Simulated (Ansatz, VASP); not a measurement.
**NiO: VASP beside Ansatz**

```
CELL_PARAMETERS angstrom
0.00000 2.15487 2.15487
2.15487 0.00000 2.15487
2.15487 2.15487 0.00000
ATOMIC_POSITIONS crystal
Ni 0.00000 0.00000 0.00000
O 0.50000 0.50000 0.50000
```

Alike in both runs: task single point; functional PBE; k mesh 12 × 12 × 12; occupations gaussian, width 0.02 eV; collinear spin; Hubbard terms Ni d U = 6.2 eV.

|  | VASP | Ansatz |
| --- | --- | --- |
| version | VASP 6.6.1 | Ansatz 0.2.0 |
| potentials or method | VASP PAW PBE potentials, release 64 (Ni_sv_GW, O), cutoff 600 eV | scalar-relativistic, plane waves, PAW |
| valence electrons in the cell | 24 | 24 |

```csv
,VASP,Ansatz,Ansatz less VASP
gap on the k mesh at the Fermi level (eV),1.86,1.79,-0.066
least direct gap on the mesh (eV),2.91,2.81,-0.094
pressure (GPa),-8.5,-5.0,+3.52
net moment per atom (μB),1.00,1.00,0.000
size of the moment on the site where the two differ most (μB),1.80,1.74,-0.057
```

Site moments also hang on the region over which each program counts them. The programs project onto different local orbitals, so the same U acts differently, and such runs can settle in different states.
